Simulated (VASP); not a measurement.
Wanted: the native input for a VASP 6.6.1 run.

- Task: single point
- Functional: PBEsol
- Potentials or basis: VASP PAW PBE potentials, release 64 (Be, S)
- Cutoff: 600 eV
- k mesh: 8 × 8 × 8
- Occupations: gaussian, width 0.05 eV
- Spin: no spin polarisation
- Dipole correction: no
- Further INCAR settings: ALGO = Normal; EDIFF = 1e-06; NBANDS = 11

The structure of BeS lies in POSCAR:

```
BeS
1.0
    0.0000000000      2.4027949138      2.4027949138
    2.4027949138      0.0000000000      2.4027949138
    2.4027949138      2.4027949138      0.0000000000
Be S
1 1
Direct
    0.0000000000      0.0000000000      0.0000000000
    0.7500000000      0.7500000000      0.7500000000
```

This cell differs from its parent crystal: volume scaled by 0.98.

These files were run (other wordings do the same):

INCAR

```
SYSTEM = BeS
  ALGO = Normal
  EDIFF = 1E-6
  ENCUT = 600
  GGA = PS
  GGA_COMPAT = .False.
  ISIF = 2
  ISMEAR = 0
  LASPH = .True.
  LCHARG = .False.
  LREAL = .False.
  LWAVE = .False.
  NBANDS = 11
  NELM = 120
  PREC = Accurate
  SIGMA = 0.05
```

KPOINTS

```
k-points
0
Gamma
  8 8 8
  0 0 0
```

Potentials or basis: VASP PAW PBE potentials, release 64 (Be, S).

Run with:

```sh
$ cat potpaw_PBE.64/Be/POTCAR potpaw_PBE.64/S/POTCAR > POTCAR
$ mpirun -np 1 vasp_std > vasp.out
```

It gave:

- Pressure: 2.2 GPa
- Band gap on the k mesh: 2.86 eV, indirect (least direct gap 5.60 eV)

Caveat: the PAW data sets were made with another functional, which shifts forces and pressure a little.

It took 21 s on 1 thread of Intel Xeon 8259CL, with other jobs on the host, peak memory 0.15 GiB.
